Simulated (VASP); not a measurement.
# CoO (Fm-3m) in VASP: notebook

Runs on CoO. Level: LDA. Tasks: single point.

All numbers are computed with VASP 6.6.1; they aren't measurements. Logs are shortened: lines on timing, memory, paths and dates and some standing lists are left out, and cuts for length are marked.

### 1 The cell of the first run

The structure is cubic, space group Fm-3m (No. 225). The conventional cell has a = 4.263 Å, b = 4.263 Å, c = 4.263 Å, α = 90.00°, β = 90.00°, γ = 90.00°. Within 2.8 Å of Co (site symmetry m-3m) lie 6 O at 2.13 Å. Within 2.8 Å of O (site symmetry m-3m) lie 6 Co at 2.13 Å.

### 2 Single point, LDA, collinear spin, ferromagnetic start

File INCAR:

```
SYSTEM = CoO
ALGO = Normal ; EDIFF = 1E-6
ENCUT = 600 ; GGA_COMPAT = .False.
ISIF = 2 ; ISMEAR = -1
ISPIN = 2 ; LASPH = .True.
LCHARG = .False. ; LMAXMIX = 4
LORBIT = 11 ; LREAL = .False.
LWAVE = .False. ; MAGMOM = 2.5 0
NBANDS = 18 ; NELM = 200
PREC = Accurate ; SIGMA = 0.1
```

File KPOINTS:

```
k-points
0
Gamma
  10 10 10
  0 0 0
```

File POSCAR:

```
CoO
1.0
    0.0000000000      2.1315000000      2.1315000000
    2.1315000000      0.0000000000      2.1315000000
    2.1315000000      2.1315000000      0.0000000000
Co O
1 1
Direct
    0.0000000000      0.0000000000      0.0000000000
    0.5000000000      0.5000000000      0.5000000000
```

Potentials or basis: VASP PAW LDA potentials, release 64 (Co, O).

Run with:

```console
> cat potpaw_LDA.64/Co/POTCAR potpaw_LDA.64/O/POTCAR > POTCAR
> mpirun -np 1 vasp_std > vasp.out
```

OUTCAR:

```text
SYSTEM = CoO
   EDIFF = 1E-6
   ENCUT = 600
   ISIF = 2
   ISMEAR = -1
   ISPIN = 2
   LASPH = .True.
   LORBIT = 11
   LREAL = .False.
   NELM = 200
   PREC = Accurate

 ion  position               nearest neighbor table
   1  0.000  0.000  0.000-   2 2.13   2 2.13   2 2.13   2 2.13   2 2.13   2 2.13
   2  0.500  0.500  0.500-   1 2.13   1 2.13   1 2.13   1 2.13   1 2.13   1 2.13

  LATTYP: Found a face centered cubic cell.
 ALAT       =     4.2630000000

  Lattice vectors:

 A1 = (   0.0000000000,   2.1315000000,   2.1315000000)
 A2 = (   2.1315000000,   0.0000000000,   2.1315000000)
 A3 = (   2.1315000000,   2.1315000000,   0.0000000000)

Analysis of symmetry for initial positions (statically):
=====================================================================
 Subroutine PRICEL returns:
 Original cell was already a primitive cell.

 Routine SETGRP: Setting up the symmetry group for a
 face centered cubic supercell.

 Subroutine GETGRP returns: Found 48 space group operations
 (whereof 48 operations were pure point group operations)
 out of a pool of 48 trial point group operations.

The static configuration has the point symmetry O_h .

Analysis of symmetry for dynamics (positions and initial velocities):
=====================================================================
 Subroutine PRICEL returns:
 Original cell was already a primitive cell.

 Routine SETGRP: Setting up the symmetry group for a
 face centered cubic supercell.

 Subroutine GETGRP returns: Found 48 space group operations
 (whereof 48 operations were pure point group operations)
 out of a pool of 48 trial point group operations.

The dynamic configuration has the point symmetry O_h .

Analysis of structural, dynamic, and magnetic symmetry:
=====================================================================
 Subroutine PRICEL returns:
 Original cell was already a primitive cell.

 Routine SETGRP: Setting up the symmetry group for a
 face centered cubic supercell.

 Subroutine GETGRP returns: Found 48 space group operations
 (whereof 48 operations were pure point group operations)
 out of a pool of 48 trial point group operations.

The overall configuration has the point symmetry O_h .

 Subroutine INISYM returns: Found 48 space group operations
 (whereof 48 operations are pure point group operations),
 and found     1 'primitive' translations

----------------------------------------------------------------------------------------

                                     Primitive cell

  volume of cell :      19.3681

  direct lattice vectors                    reciprocal lattice vectors
[... 105 lines left out ...]
   IMIX   =      4    mixing-type and parameters
     AMIX     =   0.40;   BMIX     =  1.00
     AMIX_MAG =   1.60;   BMIX_MAG =  1.00
  volume/ion in A,a.u.               =       9.68        65.35
  Fermi-wavevector in a.u.,A,eV,Ry     =   1.503407  2.841027 30.752334  2.260233
  Thomas-Fermi vector in A             =   2.614521
   LORBIT       =     11    0 simple, 1 ext, 2 COOP (PROOUT), +10 PAW based schemes
   GGA     = CA    functional components
   LHFCALC =     F    Hartree Fock is set to
   AEXX    =    0.0000 exact exchange contribution
   IVDW    =     0    specifies the selected vdW correction
   LEPSILON=     F    determine dielectric tensor
   LRPA    =     F    only Hartree local field effects (RPA)
 spin polarized calculation
  energy-cutoff  :      600.00
  volume of cell :       19.37
 maximum number of plane-waves:       659
   NGX = 13   NGY = 13   NGZ = 13

 number of electron      15.0000007 magnetization       2.6813070

 Free energy of the ion-electron system (eV)
  ---------------------------------------------------
  ext. energy  EPLUGINS =         0.00000000
  ---------------------------------------------------
  free energy    TOTEN  =       -14.70799843 eV

  energy without entropy =      -14.57861619  energy(sigma->0) =      -14.64330731

 E-fermi :   7.6006     XC(G=0): -12.8747

 val. band max:        7.5992033602   @ k =   0.5000   0.3000   0.1000
 cond. band min:       7.6099740626   @ k =   0.4000   0.0000   0.0000
 fundamental gap:      0.0107707025
 Fermi energy:         7.6005752533

 spin component 1

 k-point     1 :       0.0000    0.0000    0.0000
  band No.  band energies     occupation
      1     -12.4447      1.00000
      2       4.3175      1.00000
      3       4.3175      1.00000
      4       4.3175      1.00000
      5       4.6950      1.00000
      6       4.6950      1.00000
[... 493 lines left out ...]
     17      37.0472      0.00000
     18      38.1469      0.00000

 [... further k-points ...]

 spin component 2

 k-point     1 :       0.0000    0.0000    0.0000
  band No.  band energies     occupation
      1     -11.9875      1.00000
      2       4.8282      1.00000
      3       4.8282      1.00000
      4       4.8282      1.00000
      5       6.5117      0.99998
      6       6.5117      0.99998
[... 493 lines left out ...]
     17      37.4843      0.00000
     18      38.5430      0.00000

 [... further k-points ...]
[... 5 lines left out ...]
  --------------------------------------------------------------------------------------
  -------------------------------------------------------------------------------------
  Total       -2.5261492     -2.5261492     -2.5261492      0.0000000     -0.0000000     -0.0000000
  in kB     -208.9698233   -208.9698233   -208.9698233      0.0000000     -0.0000000     -0.0000000
  external PRESSURE =    -208.9698233 kB  Pullay stress =       0.0000000 kB

 VOLUME and BASIS-vectors are now :
 -----------------------------------------------------------------------------
  energy-cutoff  :      600.00
  volume of cell :       19.37
      direct lattice vectors                 reciprocal lattice vectors
     0.000000000  2.131500000  2.131500000    -0.234576589  0.234576589  0.234576589
     2.131500000  0.000000000  2.131500000     0.234576589 -0.234576589  0.234576589
     2.131500000  2.131500000  0.000000000     0.234576589  0.234576589 -0.234576589

 POSITION                                       TOTAL-FORCE (eV/Angst)
 -----------------------------------------------------------------------------------
      0.00000      0.00000      0.00000         0.000000      0.000000      0.000000
      2.13150      2.13150      2.13150        -0.000000     -0.000000     -0.000000
 -----------------------------------------------------------------------------------
    total drift:                                0.000000     -0.000000     -0.000000

  FREE ENERGIE OF THE ION-ELECTRON SYSTEM (eV)
  ---------------------------------------------------
  free  energy   TOTEN  =       -14.7079984275 eV

  energy  without entropy=      -14.5786161919  energy(sigma->0) =      -14.64330731

 total charge

# of ion       s       p       d       tot
------------------------------------------
    1        0.296   0.356   7.188   7.839
    2        1.543   3.379   0.000   4.921
--------------------------------------------------
tot          1.839   3.734   7.188  12.761

 magnetization (x)

# of ion       s       p       d       tot
------------------------------------------
    1        0.018   0.017   2.316   2.351
    2        0.028   0.243   0.000   0.271
--------------------------------------------------
tot          0.046   0.260   2.316   2.622
```

OSZICAR:

```text
N       E                     dE             d eps       ncg     rms          rms(c)
DAV:   1     0.856113970759E+02    0.85611E+02   -0.73011E+03  3472   0.108E+03
DAV:   2    -0.115401662129E+02   -0.97152E+02   -0.83402E+02  3602   0.241E+02
DAV:   3    -0.172417688627E+02   -0.57016E+01   -0.55245E+01  3934   0.611E+01
DAV:   4    -0.173037303824E+02   -0.61962E-01   -0.61900E-01  4070   0.602E+00
DAV:   5    -0.173051412023E+02   -0.14108E-02   -0.14106E-02  4152   0.924E-01    0.155E+01
DAV:   6    -0.163149472289E+02    0.99019E+00   -0.17416E+01  4280   0.616E+01    0.211E+01
DAV:   7    -0.148492864860E+02    0.14657E+01   -0.84575E+00  4224   0.499E+01    0.741E+00
DAV:   8    -0.147245026771E+02    0.12478E+00   -0.40650E-01  4624   0.885E+00    0.383E+00
DAV:   9    -0.147214415220E+02    0.30612E-02   -0.13357E-01  5344   0.574E+00    0.179E+00
DAV:  10    -0.147096597611E+02    0.11782E-01   -0.34117E-02  4970   0.318E+00    0.617E-01
DAV:  11    -0.147081694027E+02    0.14904E-02   -0.14017E-02  4822   0.186E+00    0.220E-01
DAV:  12    -0.147080281573E+02    0.14125E-03   -0.13702E-03  4496   0.396E-01    0.613E-02
DAV:  13    -0.147079974475E+02    0.30710E-04   -0.10277E-04  4790   0.111E-01    0.213E-02
DAV:  14    -0.147079991956E+02   -0.17481E-05   -0.77207E-06  4170   0.313E-02    0.140E-02
DAV:  15    -0.147079984275E+02    0.76808E-06   -0.63576E-07  1964   0.110E-02
   1 F= -.14707998E+02 E0= -.14643307E+02  d E =-.129382E+00  mag=     2.6814
```

It took 43 s on 1 thread of AMD EPYC 7R13 (Zen 3), shared host; peak memory 0.13 GiB.

Results:

| Property | Result |
| --- | --- |
| Free energy | -14.7080 eV |
| Pressure | -20.9 GPa |
| Net moment | 2.68 μB per cell |
| Site moments | Co +2.35; O +0.27 μB |
| Valence electrons inside the program's atomic spheres | Co 7.84; O 4.92 |

Levels at points of the mesh, in eV from the Fermi level:
Spin up:
```
           k point  band 6  band 7  band 8  band 9  band 10  band 11  band 12  band 13
(0.00, 0.00, 0.00)   -2.91   -2.91   -2.90   -2.90     0.94    16.62    17.95    17.95
(0.50, 0.00, 0.00)   -2.14   -1.65    0.27    0.27     4.91     9.12    13.20    13.20
(0.50, 0.50, 0.00)   -2.53   -2.01   -1.86   -1.86     5.72     9.56    11.56    15.46
```
Spin down:
```csv
k point,band 4,band 5,band 6,band 7,band 8,band 9
"(0.00, 0.00, 0.00)",-2.77,-1.09,-1.09,-1.09,-0.45,-0.45
"(0.50, 0.00, 0.00)",-4.88,-0.12,-0.12,0.18,2.26,2.26
"(0.50, 0.50, 0.00)",-4.01,-2.23,0.01,0.16,0.16,0.51
```

Caveat: the cell stands under tension; a cell with one magnetic atom can't hold antiferromagnetic order, which such compounds often take; semilocal functionals often make such compounds metallic where correlation or magnetic order opens a gap, which also shifts bond lengths.

### 3 Single point, LDA, collinear spin, ferromagnetic start

File INCAR:

```
ALGO = Normal
EDIFF = 1E-6
ENCUT = 600
GGA_COMPAT = False
ISIF = 2
ISMEAR = -1
ISPIN = 2
LASPH = True
LCHARG = False
LMAXMIX = 4
LORBIT = 11
LREAL = False
LWAVE = False
MAGMOM = 2.5 0
NBANDS = 18
NELM = 200
PREC = Accurate
SIGMA = 0.1
```

File KPOINTS:

```
k-points
0
Gamma
  10 10 10
```

POSCAR is that of step 2.

Potentials or basis: VASP PAW LDA potentials, release 64 (Co, O).

Run with:

```console
> cat potpaw_LDA.64/Co/POTCAR potpaw_LDA.64/O/POTCAR > POTCAR
> mpirun -np 1 vasp_std > vasp.out
```

Wall time 42 s (1 thread of AMD EPYC 7R13 (Zen 3), shared host); peak memory 0.12 GiB.

It converged, with:

```yaml
Free_energy: -14.7080 eV
Pressure: -20.9 GPa
Net_moment: 2.68 μB per cell
Site_moments: Co +2.35; O +0.27 μB
Valence_electrons_inside_the_program's_atomic_spheres: Co 7.84; O 4.92
```

Levels at points of the mesh, in eV from the Fermi level:
Spin up:
```csv
k point,band 6,band 7,band 8,band 9,band 10,band 11,band 12,band 13
"(0.00, 0.00, 0.00)",-2.91,-2.91,-2.90,-2.90,0.94,16.62,17.95,17.95
"(0.50, 0.00, 0.00)",-2.14,-1.65,0.27,0.27,4.91,9.12,13.20,13.20
"(0.50, 0.50, 0.00)",-2.53,-2.01,-1.86,-1.86,5.72,9.56,11.56,15.46
```
Spin down:
| k point | band 2 | band 3 | band 4 | band 5 | band 6 | band 7 | band 8 | band 9 | band 10 | band 11 |
| --- | --- | --- | --- | --- | --- | --- | --- | --- | --- | --- |
| (0.00, 0.00, 0.00) | -2.77 | -2.77 | -2.77 | -1.09 | -1.09 | -1.09 | -0.45 | -0.45 | 1.44 | 16.71 |
| (0.50, 0.00, 0.00) | -7.72 | -4.88 | -4.88 | -0.12 | -0.12 | 0.18 | 2.26 | 2.26 | 5.25 | 9.81 |
| (0.50, 0.50, 0.00) | -6.54 | -4.01 | -4.01 | -2.23 | 0.01 | 0.16 | 0.16 | 0.51 | 6.41 | 10.02 |

Caveat: the cell stands under tension; a cell with one magnetic atom can't hold antiferromagnetic order, which such compounds often take; semilocal functionals often make such compounds metallic where correlation or magnetic order opens a gap, which also shifts bond lengths. With open d or f shells a metallic result of LDA can be an artefact of self-interaction; +U or a hybrid may open a gap.
